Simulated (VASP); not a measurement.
## Nb: single point with PBEsol

Crystal: Nb.

```
CELL_PARAMETERS angstrom
0.00000 2.00925 2.06212
2.00925 0.00000 2.06212
2.00925 2.00925 0.00000
ATOMIC_POSITIONS crystal
Nb 0.00000 0.00000 0.00000
```

This cell differs from its parent crystal: strain -0.050 along x and y, -0.025 along z.

| Item | Value |
| --- | --- |
| Program | VASP 6.6.1 |
| Task | single point |
| Functional | PBEsol |
| Potentials or basis | VASP PAW PBE potentials, release 64 (Nb_sv) |
| Cutoff | 500 eV |
| k mesh | 20 × 20 × 20 |
| Occupations | gaussian, width 0.15 eV |
| Spin | no spin polarisation |

```json
{
  "Pressure": "16.8 GPa",
  "Band gap on the k mesh": "zero (an odd number of electrons rules out a gap without spin polarisation)"
}
```

Stress tensor (GPa, compression positive):
```
13.81  0.00  0.00
 0.00 13.81  0.00
 0.00  0.00 22.91
```

Levels at points of the mesh, in eV from the Fermi level:
```csv
k point,band 2,band 3,band 4,band 5,band 6,band 7,band 8,band 9,band 10,band 11
"(0.00, 0.00, 0.00)",-29.74,-29.72,-29.72,-6.51,-0.22,0.12,0.12,2.81,3.30,11.94
"(0.50, 0.00, 0.00)",-31.47,-29.98,-29.91,-4.33,-0.42,-0.05,1.88,5.32,5.52,11.72
"(0.50, 0.50, 0.00)",-31.35,-30.29,-30.29,-4.75,-3.92,4.05,5.43,6.10,6.10,12.46
"(0.50, 0.00, 0.50)",-31.35,-30.41,-30.33,-4.79,-3.99,4.55,5.37,5.92,6.30,11.86
```

Wall time 82 s on 1 thread of Intel(R) Xeon(R) Platinum 8488C (Sapphire Rapids) (shared host), peak memory 0.24 GiB.

Caveat: the cell differs from its parent crystal (strain -0.050 along x and y, -0.025 along z); the cell stands under pressure; the PAW data sets were made with another functional, which shifts forces and pressure a little.
